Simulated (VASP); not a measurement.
Runs of VASP 6.6.1 on ZnO. The structure is that of space group P4_2/mmc (No. 131), or close to it. The cells are those of the table. 

```csv
task,spin,cell,k mesh,cutoff (eV),gap on the mesh (eV),pressure (GPa),relaxed volume (Å³/atom)
relaxation of cell and atoms,off,"relaxed from a = 3.873, b = 3.873, c = 5.477 Å, 4 atoms",4 × 4 × 4,600,none,-0.1,12.51
single point,off,"a = 3.028, b = 3.028, c = 5.407 Å, 4 atoms",16 × 16 × 10,520,none,0.8,-
relaxation of cell and atoms,off,"relaxed from a = 3.033, b = 3.033, c = 5.400 Å, 4 atoms",6 × 6 × 4,600,none,-0.3,(b)
single point,"collinear, ferromagnetic start","a = 3.033, b = 3.033, c = 5.400 Å, 4 atoms",6 × 6 × 4,520,none,(a),-
single point,off,"a = 3.873, b = 3.873, c = 5.477 Å, 4 atoms",4 × 4 × 4,520,none,-17.5,-
```

Alike in all rows: level PBE; potentials or basis VASP PAW PBE potentials, release 64 (Zn, O); smearing gaussian 0.1 eV.

**Question.** Estimate the missing entries.

**Answer.** (a) 0.7; (b) 12.50.

Caveats: some runs use coarse meshes; semilocal functionals underestimate gaps, and a narrow one can read as zero; the volume moved by over 15 % at a fixed basis, so the end points are rough (at least some runs).

A gap of «none» marks levels without a gap at the run's occupations.
